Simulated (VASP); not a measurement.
# Re in VASP: a series of runs, part 2 of 2

VASP 6.6.1.

**3. Single point, PBE**

Input file INCAR:

```
SYSTEM = Re
ALGO = Fast ; DIPOL = 0.5 0.5 0.500
EDIFF = 1E-6 ; ENCUT = 520
GGA = PE ; IDIPOL = 3
ISIF = 2 ; ISMEAR = 0
LASPH = .TRUE. ; LCHARG = .FALSE.
LDIPOL = .TRUE. ; LREAL = .FALSE.
LWAVE = .FALSE. ; NBANDS = 34
NELM = 100 ; PREC = Accurate
SIGMA = 0.1
```

Input file KPOINTS:

```
k-points
0
G
  15 15 1
  0 0 0
```

Input file POSCAR:

```
Re
1.0
    2.7748915462      0.0000000000      0.0000000000
   -1.3874457731      2.4031265718      0.0000000000
    0.0000000000      0.0000000000     28.4523938797
Re
7
Direct
    0.3333333333      0.6666666667      0.2664748823
    0.6666666667      0.3333333333      0.3408092732
    0.3333333333      0.6666666667      0.4217006173
    0.6666666667      0.3333333333      0.4999999954
    0.3333333333      0.6666666667      0.5782993864
    0.6666666667      0.3333333333      0.6591907278
    0.3333333333      0.6666666667      0.7335251176
```

Potentials or basis: VASP PAW PBE potentials, release 64 (Re).

The run is started by

```console
cat potpaw_PBE.64/Re/POTCAR > POTCAR
mpirun -np 1 vasp_std > vasp.out
```

OUTCAR:

```text
SYSTEM = Re
   EDIFF = 1E-6
   ENCUT = 520
   GGA = PE
   ISIF = 2
   ISMEAR = 0
   LASPH = .TRUE.
   LREAL = .FALSE.
   NELM = 100
   PREC = Accurate

 ion  position               nearest neighbor table
   1  0.333  0.667  0.266-   2 2.65   2 2.65   2 2.65
   2  0.667  0.333  0.341-   1 2.65   1 2.65   1 2.65   3 2.80   3 2.80   3 2.80
   3  0.333  0.667  0.422-   4 2.74   4 2.74   4 2.74   2 2.80   2 2.80   2 2.80
   4  0.667  0.333  0.500-   3 2.74   3 2.74   3 2.74   5 2.74   5 2.74   5 2.74
   5  0.333  0.667  0.578-   4 2.74   4 2.74   4 2.74   6 2.80   6 2.80   6 2.80
   6  0.667  0.333  0.659-   7 2.65   7 2.65   7 2.65   5 2.80   5 2.80   5 2.80
   7  0.333  0.667  0.734-   6 2.65   6 2.65   6 2.65

  LATTYP: Found a hexagonal cell.
 ALAT       =     2.7748915462
 C/A-ratio  =    10.2535156441

  Lattice vectors:

 A1 = (   2.7748915462,   0.0000000000,   0.0000000000)
 A2 = (  -1.3874457731,   2.4031265718,   0.0000000000)
 A3 = (   0.0000000000,   0.0000000000,  28.4523938797)

Analysis of symmetry for initial positions (statically):
=====================================================================
 Subroutine PRICEL returns:
 Original cell was already a primitive cell.

 Routine SETGRP: Setting up the symmetry group for a
 hexagonal supercell.

 Subroutine GETGRP returns: Found 12 space group operations
 (whereof 12 operations were pure point group operations)
 out of a pool of 24 trial point group operations.

The static configuration has the point symmetry D_3h.

Analysis of symmetry for dynamics (positions and initial velocities):
=====================================================================
 Subroutine PRICEL returns:
 Original cell was already a primitive cell.

 Routine SETGRP: Setting up the symmetry group for a
 hexagonal supercell.

 Subroutine GETGRP returns: Found 12 space group operations
 (whereof 12 operations were pure point group operations)
 out of a pool of 24 trial point group operations.

[... 142 lines left out ...]
 RMM-DIIS sequential band-by-band and
 Gauss-broadening in eV      SIGMA  =   0.10
  energy-cutoff  :      520.00
  volume of cell :      189.73
 maximum number of plane-waves:      5141
 NGX is ok and might be reduce to    24
   NGX = 11   NGY = 11   NGZ =105

 dipolmoment           0.000000      0.000000     -0.000000 electrons x Angstroem

 number of electron      48.9999997 magnetization

 dipolmoment           0.000000      0.000000      0.000000 electrons x Angstroem

 Free energy of the ion-electron system (eV)
  ---------------------------------------------------
  ext. energy  EPLUGINS =         0.00000000
  ---------------------------------------------------
  free energy    TOTEN  =       -84.80316765 eV

  energy without entropy =      -84.77908738  energy(sigma->0) =      -84.79112751

 E-fermi :   2.1337     XC(G=0):  -8.2226

 val. band max:        2.1237816863   @ k =   0.1333   0.1333   0.0000
 cond. band min:       2.1406951742   @ k =   0.2000   0.1333   0.0000
 fundamental gap:      0.0169134879
 Fermi energy:         2.1336948085

 k-point     1 :       0.0000    0.0000    0.0000
  band No.  band energies     occupation
      1      -7.4620      2.00000
      2      -6.9278      2.00000
      3      -6.1293      2.00000
      4      -5.1538      2.00000
      5      -4.5494      2.00000
      6      -4.3954      2.00000
[... 877 lines left out ...]
     33       5.7809      0.00000
     34       5.8843      0.00000

 [... further k-points ...]

------------------------ aborting loop because EDIFF is reached ----------------------------------------

 vacuum level on the upper side and lower side of the slab       (xc-potential included)        -0.180        -0.180

  FORCE on cell =-STRESS in cart. coord.  units (eV):
  Direction    XX          YY          ZZ          XY          YZ          ZX
  --------------------------------------------------------------------------------------
  -------------------------------------------------------------------------------------
  Total       -3.4906770     -3.4906770     -0.4791107     -0.0000000      0.0000000      0.0000000
  in kB      -29.4766945    -29.4766945     -4.0458055     -0.0000000      0.0000000      0.0000000
  external PRESSURE =     -20.9997315 kB  Pullay stress =       0.0000000 kB

 VOLUME and BASIS-vectors are now :
 -----------------------------------------------------------------------------
  energy-cutoff  :      520.00
  volume of cell :      189.73
      direct lattice vectors                 reciprocal lattice vectors
     2.774891546  0.000000000  0.000000000     0.360374445  0.208062283  0.000000000
    -1.387445773  2.403126572  0.000000000     0.000000000  0.416124565  0.000000000
     0.000000000  0.000000000 28.452393880     0.000000000  0.000000000  0.035146428

 POSITION                                       TOTAL-FORCE (eV/Angst)
 -----------------------------------------------------------------------------------
     -0.00000      1.60208      7.58185         0.000000      0.000000      0.072955
      1.38745      0.80104      9.69684        -0.000000     -0.000000     -0.075323
     -0.00000      1.60208     11.99839         0.000000      0.000000      0.017974
      1.38745      0.80104     14.22620        -0.000000     -0.000000      0.000000
     -0.00000      1.60208     16.45400         0.000000      0.000000     -0.017974
      1.38745      0.80104     18.75555         0.000000      0.000000      0.075323
     -0.00000      1.60208     20.87055         0.000000      0.000000     -0.072955
 -----------------------------------------------------------------------------------
    total drift:                                0.000000     -0.000000      0.000000

  FREE ENERGIE OF THE ION-ELECTRON SYSTEM (eV)
  ---------------------------------------------------
  free  energy   TOTEN  =       -84.8031676472 eV

  energy  without entropy=      -84.7790873766  energy(sigma->0) =      -84.79112751

 vacuum level on the upper side and lower side of the slab         6.842         6.842
```

OSZICAR:

```text
N       E                     dE             d eps       ncg     rms          rms(c)
DAV:   1     0.689919712110E+03    0.68992E+03   -0.16056E+04  2748   0.151E+03
DAV:   2     0.629934230047E+02   -0.62693E+03   -0.55604E+03  3212   0.138E+03
DAV:   3    -0.665109364233E+02   -0.12950E+03   -0.11720E+03  3594   0.711E+02
[... 40 lines left out ...]
RMM:  44    -0.848031628885E+02   -0.18655E-05   -0.17474E-05  1811   0.482E-02    0.492E-03
RMM:  45    -0.848031646831E+02   -0.17946E-05   -0.15955E-05  1765   0.455E-02    0.605E-03
RMM:  46    -0.848031659221E+02   -0.12390E-05   -0.10585E-05  1733   0.391E-02    0.309E-03
RMM:  47    -0.848031670007E+02   -0.10787E-05   -0.92535E-06  1682   0.375E-02    0.495E-03
RMM:  48    -0.848031676472E+02   -0.64648E-06   -0.61440E-06  1692   0.409E-02
   1 F= -.84803168E+02 E0= -.84791128E+02  d E =-.240803E-01
```

stdout:

```text
POSCAR found type information on POSCAR Re
 POSCAR found :  1 types and       7 ions
 scaLAPACK will be used
 LDA part: xc-table for (Slater+PW92), standard interpolation
 POSCAR, INCAR and KPOINTS ok, starting setup
 FFT: planning ... GRIDC
 FFT: planning ... GRID_SOFT
 FFT: planning ... GRID
 WAVECAR not read
 entering main loop
```

Wall time 8 min (1 thread of Intel Xeon 6975P-C (Granite Rapids), shared host); peak memory 0.43 GiB.

Results:

```yaml
Free_energy: -84.8032 eV
Largest_force: 0.075 eV/Å
Band_gap_on_the_k_mesh: zero (an odd number of electrons rules out a gap without spin polarisation)
```

Forces on the atoms (eV/Å):
```
Re   0.000  0.000  0.073
Re   0.000  0.000 -0.075
Re   0.000  0.000  0.018
Re   0.000  0.000  0.000
Re   0.000  0.000 -0.018
Re   0.000  0.000  0.075
Re   0.000  0.000 -0.073
```

Caveat: spin-orbit coupling is left out, which moves the levels of the heavy elements.

The gap in the log of VASP goes by the Fermi energy; the results here count the filled bands.